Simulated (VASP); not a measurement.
# Al12HO: single point with PBE

System: Al12HO, a slab with vacuum.

```
CELL_PARAMETERS angstrom
5.71352 0.00000 0.00000
0.00000 5.71352 0.00000
0.00000 0.00000 22.17470
ATOMIC_POSITIONS crystal
Al 0.25000 0.25000 0.18039
Al 0.25000 0.75000 0.18039
Al 0.75000 0.25000 0.18039
Al 0.75000 0.75000 0.18039
Al 0.00000 0.00000 0.27441
Al 0.00000 0.50000 0.27441
Al 0.50000 0.00000 0.27441
Al 0.50000 0.50000 0.27441
Al 0.25000 0.25000 0.36865
Al 0.25000 0.75000 0.36865
Al 0.75000 0.25000 0.36865
Al 0.75000 0.75000 0.36865
O 0.00000 0.00000 0.36189
H 0.95470 0.16906 0.36189
```

```
Program                : VASP 6.6.1
Task                   : single point
Functional             : PBE
Potentials or basis    : VASP PAW PBE potentials, release 64 (Al, O, H)
Cutoff                 : 520 eV
k mesh                 : 5 × 5 × 1
Occupations            : gaussian, width 0.1 eV
Spin                   : collinear spin, ferromagnetic start
Starting moments       : [0.0, 0.0, 0.0, 0.0, 0.0, 0.0, 0.0, 0.0, 0.0, 0.0, 0.0, 0.0, 1.0, 0.0] μB
Dipole correction      : yes
Further INCAR settings : ALGO = Normal; EDIFF = 1e-06; NBANDS = 38; NELMDL = -8
```

```json
{"Largest force": "12.309 eV/Å", "Net moment": "0.00 μB per cell", "Valence electrons inside the program's atomic spheres": "Al 0.76, 0.75, 0.77, 0.89 (each value once); O 5.23; H 0.89"}
```

Forces on the atoms (eV/Å):
```
Al    0.077   0.036   0.107
Al    0.041  -0.039   0.028
Al   -0.071   0.042   0.085
Al   -0.046  -0.034   0.037
Al    0.077  -0.295  -1.953
Al    0.000   0.018   0.154
Al    0.007  -0.017   0.231
Al   -0.006   0.010  -0.185
Al    2.552   1.847   0.182
Al    1.335  -1.318   0.063
Al  -11.055   5.264   1.257
Al   -1.163  -1.114   0.032
O     1.072  -6.056   0.683
H     7.180   1.655  -0.721
```

Levels at points of the mesh, in eV from the Fermi level:
Spin up:
```tsv
k point	band 18	band 19	band 20	band 21	band 22	band 23	band 24	band 25	band 26	band 27
(0.00, 0.00, 0.00)	-1.60	-1.11	-0.85	-0.79	-0.32	0.05	0.47	0.83	0.95	1.04
```
Spin down:
```tsv
k point	band 20	band 21	band 22	band 23	band 24	band 25
(0.00, 0.00, 0.00)	-0.85	-0.79	-0.32	0.05	0.47	0.83
```

Wall time 41 min on 1 thread of Oxide Virtual Turin-like Processor, on a shared host, peak memory 1.2 GiB.
